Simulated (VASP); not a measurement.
Input of a VASP 6.6.1 run:

INCAR

```
SYSTEM = Se
ALGO = Normal ; EDIFF = 1E-6
EDIFFG = -0.02 ; ENCUT = 600
GGA = PE ; IBRION = 2
ISIF = 3 ; ISMEAR = -1
LASPH = .True. ; LCHARG = .False.
LREAL = .False. ; LWAVE = .False.
NELM = 80 ; NSW = 80
PREC = Accurate ; SIGMA = 0.05
```

The input KPOINTS:

```
k-points
0
Gamma
  9 9 5
  0 0 0
```

Contents of POSCAR:

```
Se
1.0
    3.1000000000      0.0000000000      0.0000000000
   -1.5500000000      2.6846787517      0.0000000000
    0.0000000000      0.0000000000      5.0623000000
Se
2
Direct
    0.3333333333      0.6666666667      0.2500000000
    0.6666666667      0.3333333333      0.7500000000
```

Potentials or basis: VASP PAW PBE potentials, release 64 (Se).

The run is started by

```sh
$ cat potpaw_PBE.64/Se/POTCAR > POTCAR
$ mpirun -np 1 vasp_std > vasp.out
```

Predict the space group after relaxing (to 0.1 Å).

P6_3/mmc (No. 194).

What does it give for the relaxed volume?

22.54 Å³/atom.

Step by step:
```csv
step,energy change (eV),largest force (eV/Å),pressure (GPa),volume (Å³)
1,0.0000,0.0000,-1.97,42.13
2,-0.0578,0.0000,0.63,40.54
3,-0.1000,0.0000,12.62,36.15
4,-0.1301,0.0000,6.75,37.84
5,-0.1469,0.0000,7.14,37.77
6,-0.2165,0.0000,8.62,37.50
7,-0.3611,0.0000,13.39,36.78
8,0.2166,0.0000,32.64,34.60
9,-0.3576,0.0000,15.85,36.44
10,-0.3971,0.0000,15.19,36.82
11,-0.4519,0.0000,14.13,37.91
12,-0.5169,0.0000,11.58,38.68
13,-0.6435,0.0000,5.17,41.02
14,-0.6508,0.0000,-3.29,45.98
15,-0.6821,0.0000,-0.10,43.71
16,-0.6823,0.0000,0.26,43.48
17,-0.6836,0.0000,0.26,43.54
18,-0.6869,0.0000,0.25,43.73
19,-0.6927,0.0000,0.24,44.10
20,-0.7020,0.0000,0.17,44.82
21,-0.6855,0.0000,-0.31,46.19
22,-0.7032,0.0000,0.10,45.08
```

Caveat: a cell axis changed by over 15 % at a fixed basis, so the end point is rough.
